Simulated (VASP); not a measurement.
Set up this calculation in VASP 6.6.1, as the native input.

```yaml
Task: single point
Functional: r2SCAN
Potentials_or_basis: VASP PAW PBE potentials, release 64 (Si, C)
Cutoff: 520 eV
k_mesh: 9 × 9 × 4
Occupations: gaussian, width 0.01 eV
Spin: no spin polarisation
Dipole_correction: no
Further_INCAR_settings: ALGO = Normal; EDIFF = 1e-07; NBANDS = 16
```

Crystal: SiC.

```
Si C
1.0
     3.07536    0.00000    0.00000
    -1.53768    2.66334    0.00000
     0.00000    0.00000    5.04811
Si C
2 2
Cartesian
  0.0000 1.7756 2.5220
  1.5377 0.8878 5.0460
  0.0000 1.7756 4.4192
  1.5377 0.8878 1.8951
```

These files were run (other wordings do the same):

POSCAR

```
SiC
1.0
    3.0753564102      0.0000000000      0.0000000000
   -1.5376782051      2.6633367769      0.0000000000
    0.0000000000      0.0000000000      5.0481087173
Si C
2 2
Direct
    0.3333333333      0.6666666667      0.4995917774
    0.6666666667      0.3333333333      0.9995917774
    0.3333333333      0.6666666667      0.8754082226
    0.6666666667      0.3333333333      0.3754082226
```

INCAR.step1

```
SYSTEM = SiC
PREC = Accurate ; ENCUT = 520
ISMEAR = 0 ; SIGMA = 0.01
LREAL = .FALSE. ; LASPH = .TRUE.
NELM = 60 ; NBANDS = 16
GGA = PE ; ALGO = Normal
EDIFF = 1E-4 ; LWAVE = .TRUE.
LCHARG = .FALSE.
```

INCAR.step2

```
SYSTEM = SiC
PREC = Accurate ; ENCUT = 520
EDIFF = 1E-7 ; ISMEAR = 0
SIGMA = 0.01 ; LREAL = .FALSE.
LASPH = .TRUE. ; NELM = 60
ALGO = Normal ; ISIF = 2
LWAVE = .FALSE. ; LCHARG = .TRUE.
METAGGA = R2SCAN ; LMIXTAU = .TRUE.
LELF = .TRUE. ; LVHAR = .TRUE.
NBANDS = 16 ; ISTART = 1
```

KPOINTS

```
Automatic mesh
0
G
  9 9 4
  0 0 0
```

Potentials or basis: VASP PAW PBE potentials, release 64 (Si, C).

Launch:

```console
$ cat potpaw_PBE.64/Si/POTCAR potpaw_PBE.64/C/POTCAR > POTCAR
$ cp INCAR.step1 INCAR
$ mpirun -np 1 vasp_std > vasp.out
$ cp INCAR.step2 INCAR
$ mpirun -np 1 vasp_std > vasp.out
```

It gave:

```yaml
Pressure: -0.2 GPa
Band_gap_on_the_k_mesh: 2.66 eV, indirect (least direct gap 4.52 eV)
```

Caveat: the PAW data sets were made with another functional, which shifts forces and pressure a little.

It took 69 s on 1 thread of AMD EPYC 9R45 (Zen 5), on a shared host, peak memory 0.13 GiB.
